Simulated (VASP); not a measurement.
Wanted: the native input for a VASP 6.6.1 run.

```yaml
Task: single point
Functional: LDA
Potentials_or_basis: VASP PAW LDA potentials, release 64 (Fe, O)
Cutoff: 520 eV
k_mesh: 11 × 11 × 11
Occupations: fermi-dirac, width 0.05 eV
Spin: collinear spin, ferromagnetic start
Starting_moments: "[3.0, 0.0] μB"
Hubbard_terms: Fe d U = 6.0 eV
Dipole_correction: no
k_mesh_for_the_DOS: 17 × 17 × 17
Occupations_for_the_DOS: tetrahedron
Further_INCAR_settings: ALGO = Normal; EDIFF = 1e-07; NBANDS = 18
```

The system is FeO.

```
Fe O
1.0
     1.51768    0.87623    2.51579
    -1.51768    0.87623    2.51579
     0.00000   -1.75247    2.51579
Fe O
1 1
Direct
  0.00000 0.00000 0.00000
  0.50000 0.50000 0.50000
```

These files were run (other wordings do the same):

POSCAR

```
FeO
1.0
    1.5176821100      0.8762341800      2.5157945800
   -1.5176821100      0.8762341800      2.5157945800
    0.0000000000     -1.7524683500      2.5157945800
Fe O
1 1
Direct
    0.0000000000      0.0000000000      0.0000000000
    0.5000000000      0.5000000000      0.5000000000
```

INCAR.step1

```
  PREC = Accurate
  ENCUT = 520
  EDIFF = 1E-7
  ISMEAR = -1
  SIGMA = 0.05
  LREAL = F
  LASPH = T
  NELM = 150
  ALGO = Normal
  ISIF = 2
  LWAVE = F
  LCHARG = T
  ISPIN = 2
  MAGMOM = 3 0
  LMAXMIX = 4
  LDAU = T
  LDAUTYPE = 2
  LDAUL = 2 -1
  LDAUU = 6 0
  LDAUJ = 0 0
  LDAUPRINT = 1
  NBANDS = 18
```

KPOINTS.step1

```
regular mesh
0
Gamma
  11 11 11
```

INCAR.step2

```
  PREC = Accurate
  ENCUT = 520
  EDIFF = 1E-7
  ISMEAR = -5
  SIGMA = 0.05
  LREAL = F
  LASPH = T
  NELM = 150
  ALGO = Normal
  ISIF = 2
  LWAVE = F
  LCHARG = F
  ISPIN = 2
  MAGMOM = 3 0
  LORBIT = 11
  LMAXMIX = 4
  LDAU = T
  LDAUTYPE = 2
  LDAUL = 2 -1
  LDAUU = 6 0
  LDAUJ = 0 0
  LDAUPRINT = 1
  NBANDS = 18
  NEDOS = 2001
  ICHARG = 11
```

KPOINTS.step2

```
regular mesh
0
Gamma
  17 17 17
```

Potentials or basis: VASP PAW LDA potentials, release 64 (Fe, O).

The run is started by

```sh
$ cat potpaw_LDA.64/Fe/POTCAR potpaw_LDA.64/O/POTCAR > POTCAR
$ cp INCAR.step1 INCAR
$ cp KPOINTS.step1 KPOINTS
$ mpirun -np 1 vasp_std > vasp.out
$ cp INCAR.step2 INCAR
$ cp KPOINTS.step2 KPOINTS
$ mpirun -np 1 vasp_std > vasp.out
```

It gave:

The net moment is 4.00 μB per cell, the site moments are Fe +3.88; O +0.17 μB and the valence electrons inside the program's atomic spheres are Fe 6.78; O 4.98.

Caveat: a cell with one magnetic atom can't hold antiferromagnetic order, which such compounds often take.

It took 3.4 min on 1 thread of Intel(R) Xeon(R) 6975P-C (Granite Rapids) (shared host), peak memory 0.35 GiB.
